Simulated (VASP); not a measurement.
# Mg (P6_3/mmc) in VASP: a series of runs, part 2 of 2

VASP 6.6.1.

## 3. Electric field gradients, PBE (22.77 Å³/atom)

This run uses another cell than the first one, of 22.77 Å³/atom.

The input, INCAR:

```
SYSTEM = Mg
PREC = Accurate
ENCUT = 520
EDIFF = 1E-8
ISMEAR = -1
SIGMA = 0.05
LREAL = .FALSE.
LASPH = .TRUE.
NELM = 80
ALGO = Normal
ISIF = 2
LWAVE = .FALSE.
LCHARG = .FALSE.
GGA = PE
LEFG = .TRUE.
NBANDS = 9
```

The input, KPOINTS:

```
regular mesh
0
G
  12 12 7
  0 0 0
```

The input, POSCAR:

```
Mg
1.0
    3.1877321484      0.0000000000      0.0000000000
   -1.5938660741      2.7606570210      0.0000000000
    0.0000000000      0.0000000000      5.1753602886
Mg
2
Direct
    0.3333333333      0.6666666667      0.2500000000
    0.6666666667      0.3333333333      0.7500000000
```

Potentials or basis: VASP PAW PBE potentials, release 64 (Mg).

Run with:

```console
> cat potpaw_PBE.64/Mg/POTCAR > POTCAR
> mpirun -np 1 vasp_std > vasp.out
```

OUTCAR:

```text
SYSTEM = Mg
   PREC = Accurate
   ENCUT = 520
   EDIFF = 1E-8
   ISMEAR = -1
   LREAL = .FALSE.
   LASPH = .TRUE.
   NELM = 80
   ISIF = 2
   GGA = PE

 ion  position               nearest neighbor table
   1  0.333  0.667  0.250-   2 3.18   2 3.18   2 3.18   2 3.18   2 3.18   2 3.18
   2  0.667  0.333  0.750-   1 3.18   1 3.18   1 3.18   1 3.18   1 3.18   1 3.18

  LATTYP: Found a hexagonal cell.
 ALAT       =     3.1877321484
 C/A-ratio  =     1.6235242008

  Lattice vectors:

 A1 = (   3.1877321484,   0.0000000000,   0.0000000000)
 A2 = (  -1.5938660741,   2.7606570210,   0.0000000000)
 A3 = (   0.0000000000,   0.0000000000,   5.1753602886)

Analysis of symmetry for initial positions (statically):
=====================================================================
 Subroutine PRICEL returns:
 Original cell was already a primitive cell.

 Routine SETGRP: Setting up the symmetry group for a
 hexagonal supercell.

 Subroutine GETGRP returns: Found 24 space group operations
 (whereof 12 operations were pure point group operations)
 out of a pool of 24 trial point group operations.

The static configuration has the point symmetry D_3d.
 The point group associated with its full space group is D_6h.

Analysis of symmetry for dynamics (positions and initial velocities):
=====================================================================
 Subroutine PRICEL returns:
 Original cell was already a primitive cell.

 Routine SETGRP: Setting up the symmetry group for a
 hexagonal supercell.

 Subroutine GETGRP returns: Found 24 space group operations
 (whereof 12 operations were pure point group operations)
 out of a pool of 24 trial point group operations.

The dynamic configuration has the point symmetry D_3d.
 The point group associated with its full space group is D_6h.

 Subroutine INISYM returns: Found 24 space group operations
 (whereof 12 operations are pure point group operations),
 and found     1 'primitive' translations

----------------------------------------------------------------------------------------

                                     Primitive cell

  volume of cell :      45.5444

  direct lattice vectors                    reciprocal lattice vectors
     3.187732148  0.000000000  0.000000000     0.313702643  0.181116305  0.000000000
    -1.593866074  2.760657021  0.000000000     0.000000000  0.362232611  0.000000000
     0.000000000  0.000000000  5.175360289     0.000000000  0.000000000  0.193223263

  length of vectors
     3.187732148  3.187732148  5.175360289     0.362232611  0.362232611  0.193223263

  position of ions in fractional coordinates (direct lattice)
     0.333333333  0.666666667  0.250000000
     0.666666667  0.333333333  0.750000000

  ion indices of the primitive-cell ions
   primitive index   ion index
                 1           1
                 2           2

----------------------------------------------------------------------------------------

 KPOINTS: regular mesh

[... 81 lines left out ...]
   EFERMI =   0.00;   METHOD = LEGACY
   ISMEAR =    -1;   SIGMA  =   0.05  broadening in eV -4-tet -1-fermi 0-gaus
   EFERMI_NEDOS =   21; number of points for ismear=-14 and -15
   IALGO  =     38    algorithm
   IMIX   =      4    mixing-type and parameters
     AMIX     =   0.40;   BMIX     =  1.00
     AMIX_MAG =   1.60;   BMIX_MAG =  1.00
  volume/ion in A,a.u.               =      22.77       153.67
  Fermi-wavevector in a.u.,A,eV,Ry     =   0.727696  1.375146  7.204845  0.529541
  Thomas-Fermi vector in A             =   1.818984
   LORBIT       =      0    0 simple, 1 ext, 2 COOP (PROOUT), +10 PAW based schemes
   GGA     = PE    functional components
   LHFCALC =     F    Hartree Fock is set to
   AEXX    =    0.0000 exact exchange contribution
   IVDW    =     0    specifies the selected vdW correction
   LEPSILON=     F    determine dielectric tensor
   LRPA    =     F    only Hartree local field effects (RPA)
 non-spin polarized calculation
  energy-cutoff  :      520.00
  volume of cell :       45.54
 maximum number of plane-waves:      1245
 NGX is ok and might be reduce to    24
   NGX = 11   NGY = 11   NGZ = 19

 number of electron       4.0000000 magnetization

 Free energy of the ion-electron system (eV)
  ---------------------------------------------------
  ext. energy  EPLUGINS =         0.00000000
  ---------------------------------------------------
  free energy    TOTEN  =        -3.01615363 eV

  energy without entropy =       -3.00885164  energy(sigma->0) =       -3.01250264

 E-fermi :   2.6189     XC(G=0):  -8.5162

 val. band max:        2.6125935650   @ k =   0.2500   0.0833   0.0000
 cond. band min:       2.7610083429   @ k =   0.4167   0.0833   0.2857
 fundamental gap:      0.1484147779
 Fermi energy:         2.6188835448

 k-point     1 :       0.0000    0.0000    0.0000
  band No.  band energies     occupation
      1      -4.2907      2.00000
      2       0.9787      2.00000
      3       1.4348      2.00000
      4      13.6616      0.00000
      5      13.6616      0.00000
      6      13.7922      0.00000
      7      13.7922      0.00000
      8      14.5532      0.00000
      9      16.1745      0.00000
[... 265 lines left out ...]
 k-point    24 :       0.3333   -0.0000    0.1429
  band No.  band energies     occupation
      1      -2.0031      2.00000
      2       1.8150      2.00000
      3       4.1216      0.00000
      4       5.1932      0.00000
      5       7.9513      0.00000
      6      10.1489      0.00000
      7      10.3073      0.00000
      8      12.1403      0.00000
      9      13.5152      0.00000

 [... further k-points ...]

------------------------ aborting loop because EDIFF is reached ----------------------------------------

  FORCE on cell =-STRESS in cart. coord.  units (eV):
  Direction    XX          YY          ZZ          XY          YZ          ZX
  --------------------------------------------------------------------------------------
  -------------------------------------------------------------------------------------
  Total        0.1181829      0.1181829     -0.1343855      0.0000000      0.0000000      0.0000000
  in kB        4.1574835      4.1574835     -4.7274614      0.0000000      0.0000000      0.0000000
  external PRESSURE =       1.1958352 kB  Pullay stress =       0.0000000 kB

 VOLUME and BASIS-vectors are now :
 -----------------------------------------------------------------------------
  energy-cutoff  :      520.00
  volume of cell :       45.54
      direct lattice vectors                 reciprocal lattice vectors
     3.187732148  0.000000000  0.000000000     0.313702643  0.181116305  0.000000000
    -1.593866074  2.760657021  0.000000000     0.000000000  0.362232611  0.000000000
     0.000000000  0.000000000  5.175360289     0.000000000  0.000000000  0.193223263

 POSITION                                       TOTAL-FORCE (eV/Angst)
 -----------------------------------------------------------------------------------
     -0.00000      1.84044      1.29384         0.000000      0.000000      0.000000
      1.59387      0.92022      3.88152         0.000000     -0.000000      0.000000
 -----------------------------------------------------------------------------------
    total drift:                                0.000000     -0.000000      0.000000

  FREE ENERGIE OF THE ION-ELECTRON SYSTEM (eV)
  ---------------------------------------------------
  free  energy   TOTEN  =        -3.0161536342 eV

  energy  without entropy=       -3.0088516417  energy(sigma->0) =       -3.01250264

 Electric field gradients (V/A^2)
---------------------------------------------------------------------
 ion       V_xx      V_yy      V_zz      V_xy      V_xz      V_yz
---------------------------------------------------------------------
   1      -0.564    -0.564     1.127    -0.000    -0.000     0.000
   2      -0.564    -0.564     1.127    -0.000     0.000    -0.000
---------------------------------------------------------------------

 Electric field gradients after diagonalization (V/A^2)
 (convention: |V_zz| > |V_xx| > |V_yy|)
----------------------------------------------------------------------
 ion       V_xx      V_yy      V_zz     asymmetry (V_yy - V_xx)/ V_zz
----------------------------------------------------------------------
   1      -0.564    -0.564     1.127       0.000
   2      -0.564    -0.564     1.127       0.000
----------------------------------------------------------------------

           NMR quadrupolar parameters

 Cq : quadrupolar parameter    Cq=e*Q*V_zz/h
 eta: asymmetry parameters     (V_yy - V_xx)/ V_zz
 Q  : nuclear electric quadrupole moment in mb (millibarn)
----------------------------------------------------------------------
 ion       Cq(MHz)       eta       Q (mb)
----------------------------------------------------------------------
   1       0.003       0.000       1.000
   2       0.003       0.000       1.000
----------------------------------------------------------------------
```

stdout:

```text
POSCAR found type information on POSCAR Mg
 POSCAR found :  1 types and       2 ions
 scaLAPACK will be used
 LDA part: xc-table for (Slater+PW92), standard interpolation
 POSCAR, INCAR and KPOINTS ok, starting setup
 FFT: planning ... GRIDC
 FFT: planning ... GRID_SOFT
 FFT: planning ... GRID
 WAVECAR not read
 entering main loop
ion   1

ion   2
```

It took 19 s on 1 thread of Intel Xeon 8259CL, shared host; peak memory 0.17 GiB.

Results:

```yaml
Free_energy: -3.0162 eV
Pressure: 0.1 GPa
Band_gap_on_the_k_mesh: zero (bands 2 and 3 overlap by 2.24 eV)
Largest_electric_field_gradient_by_atom: Mg +1.1 V/Å²
```

Electric field gradients, principal values (V/Å²):
```tsv
atom	least	middle	greatest (by size)
1 Mg	-0.564	-0.564	1.127
2 Mg	-0.564	-0.564	1.127
```

Caveat: without QUAD_EFG the Cq values of the log hold for a quadrupole moment of 1 mb, not for the nuclei.
